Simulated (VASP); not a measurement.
Here is a VASP 6.6.1 calculation.

File INCAR:

```
PREC = Accurate
ENCUT = 520
EDIFF = 1E-6
ISMEAR = 0
SIGMA = 0.1
LREAL = F
LASPH = T
NELM = 100
ALGO = Normal
ISIF = 2
LWAVE = F
LCHARG = T
GGA = PE
LELF = T
LVHAR = T
NBANDS = 18
```

The input KPOINTS:

```
Automatic mesh
0
Gamma
  4 4 4
```

The input POSCAR:

```
MgSi2N2
1.0
    1.6332051662     -4.1327447149      0.0000000000
    1.6332051662      4.1327447149      0.0000000000
    0.0000000000      0.0000000000      5.4350133999
Mg Si N
1 2 2
Direct
    0.5000000000      0.5000000000      0.5000000000
    0.1474931476      0.8525068524      0.0000000000
    0.8525068524      0.1474931476      0.0000000000
    0.0000000000      0.0000000000      0.2383676392
    0.0000000000      0.0000000000      0.7616323608
```

Potentials or basis: VASP PAW PBE potentials, release 64 (Mg, Si, N).

The run is started by

```bash
$ cat potpaw_PBE.64/Mg/POTCAR potpaw_PBE.64/Si/POTCAR potpaw_PBE.64/N/POTCAR > POTCAR
$ mpirun -np 1 vasp_std > vasp.out
```

Task: Predict the pressure.

Result: -0.1 GPa.

Task: Estimate the largest force.

Result: 0.022 eV/Å.

Task: Predict the band gap on the k mesh.

Result: Zero (band 10 reaches 6.49 eV, above the bottom of band 11 at 5.62 eV).

Stress tensor (GPa, compression positive):
```
-0.31  0.00  0.00
 0.00  0.01  0.00
 0.00  0.00 -0.03
```

Caveat: the k points lie up to 0.52 Å⁻¹ apart.
